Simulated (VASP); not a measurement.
# LiF (Fm-3m) in VASP: further runs

LiF is run at these levels: PBE; tasks: single point.

Program: VASP 6.6.1. These are calculated values, not measurements. Logs are shortened: lines on timing, memory, paths and dates and some standing lists are left out, and cuts for length are marked.

**1. The cell of the first run**

It takes space group Fm-3m (No. 225, cubic). Conventional cell: a = 3.950 Å, b = 3.950 Å, c = 3.950 Å, α = 90.00°, β = 90.00°, γ = 90.00°. Within 2.6 Å of Li (site symmetry m-3m) lie 6 F at 1.97 Å. F (site symmetry m-3m) has 6 Li at 1.97 Å within 2.6 Å.

**2. Single point, PBE (strain -1.0%)**

INCAR

```
PREC = Accurate
ENCUT = 520
EDIFF = 1E-6
ISMEAR = 0
SIGMA = 0.01
LREAL = False
LASPH = True
NELM = 100
ALGO = Normal
ISIF = 2
LWAVE = False
LCHARG = False
GGA = PE
NBANDS = 12
```

KPOINTS

```
regular mesh
0
Gamma
  6 6 6
```

POSCAR

```
LiF
1.0
    0.0000000000      1.9749230202      1.9749230202
    1.9749230202      0.0000000000      1.9749230202
    1.9749230202      1.9749230202      0.0000000000
Li F
1 1
Direct
    0.0000000000      0.0000000000      0.0000000000
    0.5000000000      0.5000000000      0.5000000000
```

Potentials or basis: VASP PAW PBE potentials, release 64 (Li_sv, F).

Started as:

```
$ cat potpaw_PBE.64/Li_sv/POTCAR potpaw_PBE.64/F/POTCAR > POTCAR
$ mpirun -np 1 vasp_std > vasp.out
```

OUTCAR:

```text
PREC = Accurate
   ENCUT = 520
   EDIFF = 1E-6
   ISMEAR = 0
   LREAL = False
   LASPH = True
   NELM = 100
   ISIF = 2
   GGA = PE

 ion  position               nearest neighbor table
   1  0.000  0.000  0.000-   2 1.97   2 1.97   2 1.97   2 1.97   2 1.97   2 1.97
   2  0.500  0.500  0.500-   1 1.97   1 1.97   1 1.97   1 1.97   1 1.97   1 1.97

  LATTYP: Found a face centered cubic cell.
 ALAT       =     3.9498460404

  Lattice vectors:

 A1 = (   0.0000000000,   1.9749230202,   1.9749230202)
 A2 = (   1.9749230202,   0.0000000000,   1.9749230202)
 A3 = (   1.9749230202,   1.9749230202,   0.0000000000)

Analysis of symmetry for initial positions (statically):
=====================================================================
 Subroutine PRICEL returns:
 Original cell was already a primitive cell.

 Routine SETGRP: Setting up the symmetry group for a
 face centered cubic supercell.

 Subroutine GETGRP returns: Found 48 space group operations
 (whereof 48 operations were pure point group operations)
 out of a pool of 48 trial point group operations.

The static configuration has the point symmetry O_h .

Analysis of symmetry for dynamics (positions and initial velocities):
=====================================================================
 Subroutine PRICEL returns:
 Original cell was already a primitive cell.

 Routine SETGRP: Setting up the symmetry group for a
 face centered cubic supercell.

 Subroutine GETGRP returns: Found 48 space group operations
 (whereof 48 operations were pure point group operations)
 out of a pool of 48 trial point group operations.

The dynamic configuration has the point symmetry O_h .

 Subroutine INISYM returns: Found 48 space group operations
 (whereof 48 operations are pure point group operations),
 and found     1 'primitive' translations

----------------------------------------------------------------------------------------

                                     Primitive cell

  volume of cell :      15.4057

  direct lattice vectors                    reciprocal lattice vectors
     0.000000000  1.974923020  1.974923020    -0.253174425  0.253174425  0.253174425
     1.974923020  0.000000000  1.974923020     0.253174425 -0.253174425  0.253174425
     1.974923020  1.974923020  0.000000000     0.253174425  0.253174425 -0.253174425

  length of vectors
     2.792962920  2.792962920  2.792962920     0.438510967  0.438510967  0.438510967

  position of ions in fractional coordinates (direct lattice)
     0.000000000  0.000000000  0.000000000
     0.500000000  0.500000000  0.500000000

  ion indices of the primitive-cell ions
   primitive index   ion index
                 1           1
                 2           2

----------------------------------------------------------------------------------------

 KPOINTS: regular mesh

Automatic generation of k-mesh.
 Grid dimensions read from file:
 generate k-points for:    6    6    6

 Generating k-lattice:

  Cartesian coordinates                     Fractional coordinates (reciprocal lattice)
    -0.042195737  0.042195737  0.042195737     0.166666667  0.000000000  0.000000000
     0.042195737 -0.042195737  0.042195737     0.000000000  0.166666667  0.000000000
     0.042195737  0.042195737 -0.042195737     0.000000000  0.000000000  0.166666667

  Length of vectors
     0.073085161  0.073085161  0.073085161

  Shift w.r.t. Gamma in fractional coordinates (k-lattice)
     0.000000000  0.000000000  0.000000000

 Subroutine IBZKPT returns following result:
 ===========================================

 Found     16 irreducible k-points:

 Following reciprocal coordinates:
            Coordinates               Weight
  0.000000  0.000000  0.000000      1.000000
  0.166667  0.000000  0.000000      8.000000
  0.333333  0.000000  0.000000      8.000000
  0.500000  0.000000  0.000000      4.000000
  0.166667  0.166667  0.000000      6.000000
  0.333333  0.166667  0.000000     24.000000
[... 8 lines left out ...]
 -0.333333  0.333333  0.166667     24.000000
 -0.333333  0.500000  0.166667     12.000000
   k-points           NKPTS =     16   k-points in BZ     NKDIM =     16   number of bands    NBANDS=     12
   number of dos      NEDOS =    301   number of ions     NIONS =      2
   total plane-waves  NPLWV =  13824
   dimension x,y,z NGX =    24 NGY =   24 NGZ =   24
   dimension x,y,z NGXF=    48 NGYF=   48 NGZF=   48
   ions per type =               1   1
   NGX,Y,Z   is equivalent  to a cutoff of  14.29, 14.29, 14.29 a.u.
   NGXF,Y,Z  is equivalent  to a cutoff of  28.57, 28.57, 28.57 a.u.
 SYSTEM =  unknown system
   PREC   = accura    normal or accurate (medium, high low for compatibility)
   ISTART =      0    job   : 0-new  1-cont  2-samecut
   ICHARG =      2    charge: 1-file 2-atom 10-const
   ISPIN  =      1    spin polarized calculation?
   LNONCOLLINEAR =      F non collinear calculations
   LSORBIT =      F    spin-orbit coupling
   LASPH  =      T    aspherical Exc in radial PAW
   ENCUT  =  520.0 eV  38.22 Ry    6.18 a.u.   5.19  5.19  5.19*2*pi/ulx,y,z
   NELM   =    100;   NELMIN=  2; NELMDL= -5     # of ELM steps
   EDIFF  = 0.1E-05   stopping-criterion for ELM
   LREAL  =      F    real-space projection
   EDIFFG = 0.1E-04   stopping-criterion for IOM
   NSW    =      0    number of steps for IOM
   IBRION =     -1    ionic relax: 0-MD 1-quasi-New 2-CG
   NFREE  =      0    steps in history (QN), initial steepest desc. (CG)
   ISIF   =      2    stress and relaxation
   ISYM   =      2    0-nonsym 1-usesym 2-fastsym
   POTIM  = 0.5000    time-step for ionic-motion
   TEBEG  =    0.0;   TEEND  =   0.0 temperature during run
   PSTRESS=    0.0 pullay stress
   NELECT =      10.0000    total number of electrons
   NUPDOWN=      -1.0000    fix difference up-down
   EMIN   =  10.00;   EMAX   =-10.00  energy-range for DOS
   EFERMI =   0.00;   METHOD = LEGACY
   ISMEAR =     0;   SIGMA  =   0.01  broadening in eV -4-tet -1-fermi 0-gaus
   EFERMI_NEDOS =   21; number of points for ismear=-14 and -15
   IALGO  =     38    algorithm
   IMIX   =      4    mixing-type and parameters
     AMIX     =   0.40;   BMIX     =  1.00
     AMIX_MAG =   1.60;   BMIX_MAG =  1.00
  volume/ion in A,a.u.               =       7.70        51.98
  Fermi-wavevector in a.u.,A,eV,Ry     =   1.417473  2.678635 27.337213  2.009228
  Thomas-Fermi vector in A             =   2.538699
   LORBIT       =      0    0 simple, 1 ext, 2 COOP (PROOUT), +10 PAW based schemes
   GGA     = PE    functional components
   LHFCALC =     F    Hartree Fock is set to
   AEXX    =    0.0000 exact exchange contribution
   IVDW    =     0    specifies the selected vdW correction
   LEPSILON=     F    determine dielectric tensor
   LRPA    =     F    only Hartree local field effects (RPA)
 non-spin polarized calculation
 Gauss-broadening in eV      SIGMA  =   0.01
  energy-cutoff  :      520.00
  volume of cell :       15.41
 maximum number of plane-waves:       432
 NGX is ok and might be reduce to    24
   NGX = 11   NGY = 11   NGZ = 11

 number of electron      10.0000002 magnetization

 Free energy of the ion-electron system (eV)
  ---------------------------------------------------
  ext. energy  EPLUGINS =         0.00000000
  ---------------------------------------------------
  free energy    TOTEN  =        -9.61085844 eV

  energy without entropy =       -9.61085844  energy(sigma->0) =       -9.61085844

 E-fermi :  -0.4202     XC(G=0): -10.2723

 val. band max:       -0.6484212058   @ k =   0.0000   0.0000   0.0000
 cond. band min:       8.9840599644   @ k =   0.0000   0.0000   0.0000
 fundamental gap:      9.6324811702
 Fermi energy:        -0.4201887481

 k-point     1 :       0.0000    0.0000    0.0000
  band No.  band energies     occupation
      1     -41.4473      2.00000
      2     -20.7901      2.00000
      3      -0.6484      2.00000
      4      -0.6484      2.00000
      5      -0.6484      2.00000
      6       8.9841      0.00000
      7      24.1055      0.00000
      8      24.1055      0.00000
      9      24.1055      0.00000
     10      24.2598      0.00000
     11      24.2598      0.00000
     12      24.2598      0.00000

 k-point     2 :       0.1667    0.0000    0.0000
  band No.  band energies     occupation
      1     -41.4284      2.00000
      2     -20.6772      2.00000
      3      -1.4182      2.00000
      4      -0.7136      2.00000
      5      -0.7136      2.00000
      6       9.6839      0.00000
      7      19.4172      0.00000
      8      21.6711      0.00000
      9      21.6711      0.00000
     10      26.1738      0.00000
     11      26.2741      0.00000
     12      26.2741      0.00000

 k-point     3 :       0.3333    0.0000    0.0000
  band No.  band energies     occupation
      1     -41.3909      2.00000
      2     -20.4385      2.00000
      3      -2.7471      2.00000
      4      -0.8378      2.00000
      5      -0.8378      2.00000
      6      10.4465      0.00000
      7      17.0304      0.00000
      8      19.5140      0.00000
      9      19.5140      0.00000
     10      28.5462      0.00000
     11      29.2118      0.00000
     12      29.2119      0.00000
[... 166 lines left out ...]
 k-point    15 :      -0.3333    0.3333    0.1667
  band No.  band energies     occupation
      1     -41.3567      2.00000
      2     -20.1047      2.00000
      3      -3.0460      2.00000
      4      -2.4657      2.00000
      5      -1.3262      2.00000
      6      13.3285      0.00000
      7      15.2285      0.00000
      8      18.4734      0.00000
      9      19.3271      0.00000
     10      27.4016      0.00000
     11      28.2312      0.00000
     12      36.0060      0.00000

 k-point    16 :      -0.3333    0.5000    0.1667
  band No.  band energies     occupation
      1     -41.3520      2.00000
      2     -20.0248      2.00000
      3      -3.4316      2.00000
      4      -2.3500      2.00000
      5      -1.5616      2.00000
      6      14.7590      0.00000
      7      15.2037      0.00000
      8      17.4141      0.00000
      9      19.5915      0.00000
     10      24.0143      0.00000
     11      31.9083      0.00000
     12      34.5586      0.00000

------------------------ aborting loop because EDIFF is reached ----------------------------------------

  FORCE on cell =-STRESS in cart. coord.  units (eV):
  Direction    XX          YY          ZZ          XY          YZ          ZX
  --------------------------------------------------------------------------------------
  -------------------------------------------------------------------------------------
  Total        0.6427200      0.6427200      0.6427200      0.0000000      0.0000000     -0.0000000
  in kB       66.8423753     66.8423753     66.8423753      0.0000000      0.0000000     -0.0000000
  external PRESSURE =      66.8423753 kB  Pullay stress =       0.0000000 kB

 VOLUME and BASIS-vectors are now :
 -----------------------------------------------------------------------------
  energy-cutoff  :      520.00
  volume of cell :       15.41
      direct lattice vectors                 reciprocal lattice vectors
     0.000000000  1.974923020  1.974923020    -0.253174425  0.253174425  0.253174425
     1.974923020  0.000000000  1.974923020     0.253174425 -0.253174425  0.253174425
     1.974923020  1.974923020  0.000000000     0.253174425  0.253174425 -0.253174425

 POSITION                                       TOTAL-FORCE (eV/Angst)
 -----------------------------------------------------------------------------------
      0.00000      0.00000      0.00000         0.000000      0.000000      0.000000
      1.97492      1.97492      1.97492        -0.000000     -0.000000     -0.000000
 -----------------------------------------------------------------------------------
    total drift:                               -0.000000     -0.000000      0.000000

  FREE ENERGIE OF THE ION-ELECTRON SYSTEM (eV)
  ---------------------------------------------------
  free  energy   TOTEN  =        -9.6108584376 eV

  energy  without entropy=       -9.6108584376  energy(sigma->0) =       -9.61085844
```

Wall time 2.8 s (1 thread of AMD EPYC 9R45 (Zen 5), shared host); peak memory 0.1 GiB.

What came out:

- Free energy: -9.6109 eV
- Band gap on the k mesh: 9.63 eV

Levels at points of the mesh, in eV from the valence-band top:
| k point | band 1 | band 2 | band 3 | band 4 | band 5 | band 6 | band 7 | band 8 | band 9 | band 10 |
| --- | --- | --- | --- | --- | --- | --- | --- | --- | --- | --- |
| (0.00, 0.00, 0.00) | -40.80 | -20.14 | 0.00 | 0.00 | 0.00 | 9.63 | 24.75 | 24.75 | 24.75 | 24.91 |
| (0.50, 0.00, 0.00) | -40.72 | -19.66 | -2.70 | -0.25 | -0.25 | 11.09 | 17.46 | 19.37 | 19.37 | 31.45 |
| (0.50, 0.50, 0.00) | -40.70 | -19.35 | -3.27 | -1.09 | -1.09 | 15.38 | 16.75 | 18.18 | 20.95 | 20.95 |

Caveat: the k points lie up to 0.46 Å⁻¹ apart; the cell differs from its parent crystal (strain -1.0%); the cutoff is under 1.25 times the usual one of these potentials, so pressure, stress and relaxed cells hold a basis-set (Pulay) error.

**3. Single point, PBE (strain +1.0%)**

INCAR

```
ALGO = Normal
EDIFF = 1E-7
ENCUT = 520
GGA = PE
ISIF = 2
ISMEAR = 0
LASPH = T
LCHARG = F
LREAL = F
LWAVE = F
NBANDS = 12
NELM = 80
PREC = Accurate
SIGMA = 0.01
```

KPOINTS

```
k-points
0
Gamma
  6 6 6
```

POSCAR

```
LiF
1.0
    0.0000000000      2.0148204549      2.0148204549
    2.0148204549      0.0000000000      2.0148204549
    2.0148204549      2.0148204549      0.0000000000
Li F
1 1
Direct
    0.0000000000      0.0000000000      0.0000000000
    0.5000000000      0.5000000000      0.5000000000
```

Potentials or basis: VASP PAW PBE potentials, release 64 (Li_sv, F).

Started as:

```
$ cat potpaw_PBE.64/Li_sv/POTCAR potpaw_PBE.64/F/POTCAR > POTCAR
$ mpirun -np 1 vasp_std > vasp.out
```

Wall time 3.1 s (1 thread of AMD EPYC 9R45 (Zen 5), shared host); peak memory 0.09 GiB.

Results (log left out):

| Item | Value |
| --- | --- |
| Free energy | -9.6378 eV |
| Band gap on the k mesh | 9.08 eV |

Levels at points of the mesh, in eV from the valence-band top:
```tsv
k point	band 3	band 4	band 5	band 6	band 7	band 8
(0.00, 0.00, 0.00)	0.00	0.00	0.00	9.08	23.95	23.95
(0.50, 0.00, 0.00)	-2.51	-0.23	-0.23	10.77	16.73	18.89
(0.50, 0.50, 0.00)	-3.00	-1.00	-1.00	14.80	16.47	17.44
```

Caveat: the k points lie up to 0.45 Å⁻¹ apart; the cell differs from its parent crystal (strain +1.0%); the cutoff is under 1.25 times the usual one of these potentials, so pressure, stress and relaxed cells hold a basis-set (Pulay) error.

**4. Single point, PBE (strain +2.0%)**

INCAR

```
PREC = Accurate
ENCUT = 520
EDIFF = 1E-7
ISMEAR = 0
SIGMA = 0.01
LREAL = F
LASPH = T
NELM = 60
ALGO = Normal
ISIF = 2
LWAVE = F
LCHARG = F
GGA = PE
NBANDS = 12
```

KPOINTS

```
Automatic mesh
0
Gamma
  6 6 6
```

POSCAR

```
LiF
1.0
    0.0000000000      2.0347691723      2.0347691723
    2.0347691723      0.0000000000      2.0347691723
    2.0347691723      2.0347691723      0.0000000000
Li F
1 1
Direct
    0.0000000000      0.0000000000      0.0000000000
    0.5000000000      0.5000000000      0.5000000000
```

Started as:

```
$ cat potpaw_PBE.64/Li_sv/POTCAR potpaw_PBE.64/F/POTCAR > POTCAR
$ mpirun -np 1 vasp_std > vasp.out
```

Wall time 3 s (1 thread of AMD EPYC 9R45 (Zen 5), shared host); peak memory 0.1 GiB.

The run converged. Its results:

| Property | Result |
| --- | --- |
| Free energy | -9.6409 eV |
| Band gap on the k mesh | 8.82 eV |

Levels at points of the mesh, in eV from the valence-band top:
| k point | band 1 | band 2 | band 3 | band 4 | band 5 | band 6 | band 7 | band 8 | band 9 | band 10 |
| --- | --- | --- | --- | --- | --- | --- | --- | --- | --- | --- |
| (0.00, 0.00, 0.00) | -40.99 | -19.89 | 0.00 | 0.00 | 0.00 | 8.82 | 23.56 | 23.56 | 23.56 | 24.02 |
| (0.50, 0.00, 0.00) | -40.94 | -19.48 | -2.43 | -0.22 | -0.22 | 10.61 | 16.38 | 18.65 | 18.65 | 29.81 |
| (0.50, 0.50, 0.00) | -40.93 | -19.24 | -2.88 | -0.95 | -0.95 | 14.52 | 16.33 | 17.08 | 19.88 | 19.88 |

Caveat: the k points lie up to 0.45 Å⁻¹ apart; the cell differs from its parent crystal (strain +2.0%); the cutoff is under 1.25 times the usual one of these potentials, so pressure, stress and relaxed cells hold a basis-set (Pulay) error.

(Continued in part 2 of 2.)
